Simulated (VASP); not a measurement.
Input of a VASP 6.6.1 run:

The input INCAR:

```
  PREC = Accurate
  ENCUT = 600
  EDIFF = 1E-7
  ISMEAR = 0
  SIGMA = 0.05
  LREAL = F
  LASPH = T
  NELM = 80
  ALGO = Normal
  ISIF = 3
  LWAVE = F
  LCHARG = F
  GGA = PE
  IBRION = 2
  NSW = 80
  EDIFFG = -0.02
  PSTRESS = 40.0
```

KPOINTS

```
Automatic mesh
0
Gamma
  8 8 8
```

File POSCAR:

```
SiC
1.0
    0.0000000000      2.1790000000      2.1790000000
    2.1790000000      0.0000000000      2.1790000000
    2.1790000000      2.1790000000      0.0000000000
Si C
1 1
Direct
    0.0000000000      0.0000000000      0.0000000000
    0.2500000000      0.2500000000      0.2500000000
```

Potentials or basis: VASP PAW PBE potentials, release 64 (Si, C).

Launch:

```sh
$ cat potpaw_PBE.64/Si/POTCAR potpaw_PBE.64/C/POTCAR > POTCAR
$ mpirun -np 1 vasp_std > vasp.out
```

**Question.** What does it give for the relaxed cell?

**Answer.** a = 3.077 Å, b = 3.077 Å, c = 3.077 Å, α = 60.00°, β = 60.00°, γ = 60.00°.

**Question.** Estimate the relaxed volume.

**Answer.** 10.30 Å³/atom.

**Question.** Predict the space group after relaxing (to 0.05 Å).

**Answer.** F-43m (No. 216).

**Question.** Predict the band gap on the k mesh.

**Answer.** 1.35 eV, indirect (least direct gap 4.55 eV).

The path:
```tsv
step	energy change (eV)	largest force (eV/Å)	pressure (GPa)	volume (Å³)
1	0.0000	0.0000	3.08	20.69
2	0.0045	0.0000	5.04	20.51
3	0.0019	0.0000	4.01	20.61
```

Caveat: the cell is relaxed towards a set pressure, so the enthalpy falls and the energy may rise. As with any semilocal functional, this PBE gap is likely too small.
